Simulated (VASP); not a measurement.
Here is a VASP 6.6.1 calculation.

Contents of INCAR:

```
SYSTEM = GaP
  PREC = Accurate
  ENCUT = 600
  EDIFF = 1E-6
  ISMEAR = 0
  SIGMA = 0.02
  LREAL = .FALSE.
  LASPH = .TRUE.
  NELM = 60
  ALGO = Normal
  ISIF = 3
  LWAVE = .FALSE.
  LCHARG = .FALSE.
  GGA = PS
  IBRION = 2
  NSW = 80
  EDIFFG = -0.01
```

Contents of KPOINTS:

```
regular mesh
0
G
  8 8 8
  0 0 0
```

Contents of POSCAR:

```
GaP
1.0
    0.0000000000      2.7434335115      2.7434335115
    2.7434335115      0.0000000000      2.7434335115
    2.7434335115      2.7434335115      0.0000000000
Ga P
1 1
Direct
    0.0000000000      0.0000000000      0.0000000000
    0.7500000000      0.7500000000      0.7500000000
```

Potentials or basis: VASP PAW PBE potentials, release 64 (Ga_d, P).

Launch:

```bash
$ cat potpaw_PBE.64/Ga_d/POTCAR potpaw_PBE.64/P/POTCAR > POTCAR
$ mpirun -np 1 vasp_std > vasp.out
```

Problem. What does it give for the relaxed cell?

Solution. a = 3.844 Å, b = 3.844 Å, c = 3.844 Å, α = 60.00°, β = 60.00°, γ = 60.00°.

Problem. Predict the band gap on the k mesh.

Solution. 1.50 eV, indirect (least direct gap 1.81 eV).

The path:
| step | energy change (eV) | largest force (eV/Å) | pressure (GPa) | volume (Å³) |
| --- | --- | --- | --- | --- |
| 1 | 0.0000 | 0.0000 | -2.21 | 41.30 |
| 2 | -0.0058 | 0.0000 | 1.22 | 39.62 |
| 3 | -0.0079 | 0.0000 | -0.04 | 40.18 |

Caveat: the PAW data sets were made with another functional, which shifts forces and pressure a little. A k mesh can miss the band edges.
